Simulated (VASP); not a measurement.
Write the native input for VASP 6.6.1 that does the following.

* Task: single point
* Functional: PBE
* Potentials or basis: VASP PAW PBE potentials, release 64 (Ge_d, Mo_sv, W_sv)
* Cutoff: 520 eV
* k mesh: 12 × 12 × 6
* Occupations: gaussian, width 0.1 eV
* Spin: no spin polarisation
* Dipole correction: no
* Further INCAR settings: ALGO = Normal; EDIFF = 1e-06; NBANDS = 51

The structure of Ge4MoW lies in POSCAR:

```
Ge4MoW
1.0
    3.3397563954      0.0000000000      0.0000000000
    0.0000000000      3.3397563954      0.0000000000
    0.0000000000      0.0000000000      8.2881631383
Ge Mo W
4 1 1
Direct
    0.0000000000      0.0000000000      0.6627371403
    0.5000000000      0.5000000000      0.1614472241
    0.0000000000      0.0000000000      0.3372628597
    0.5000000000      0.5000000000      0.8385527759
    0.0000000000      0.0000000000      0.0000000000
    0.5000000000      0.5000000000      0.5000000000
```

The input as run:

INCAR

```
PREC     = Accurate       # precision mode
ENCUT    = 520            # plane-wave cutoff, eV
EDIFF    = 1E-6           # SCF threshold, eV
ISMEAR   = 0              # smearing method
SIGMA    = 0.1            # smearing width, eV
LREAL    = False          # projectors in reciprocal space
LASPH    = True           # aspherical terms in the spheres
NELM     = 100            # most SCF steps
ALGO     = Normal         # electronic algorithm
ISIF     = 2              # what is computed and relaxed
LWAVE    = False          # write WAVECAR
LCHARG   = False          # write CHGCAR
GGA      = PE             # functional
NBANDS   = 51             # bands
```

KPOINTS

```
Automatic mesh
0
Gamma
  12 12 6
```

Potentials or basis: VASP PAW PBE potentials, release 64 (Ge_d, Mo_sv, W_sv).

Command:

```console
$ cat potpaw_PBE.64/Ge_d/POTCAR potpaw_PBE.64/Mo_sv/POTCAR potpaw_PBE.64/W_sv/POTCAR > POTCAR
$ mpirun -np 1 vasp_std > vasp.out
```

Results of the run:

| Item | Value |
| --- | --- |
| Pressure | 0.3 GPa |
| Largest force | 0.008 eV/Å |
| Band gap on the k mesh | zero (band 42 reaches 10.81 eV, above the bottom of band 43 at 9.66 eV) |

Caveat: spin-orbit coupling is left out, which moves the levels of the heavy elements.

Run time: 13 min on 1 thread of Intel Xeon 8259CL (shared host), peak memory 0.55 GiB.
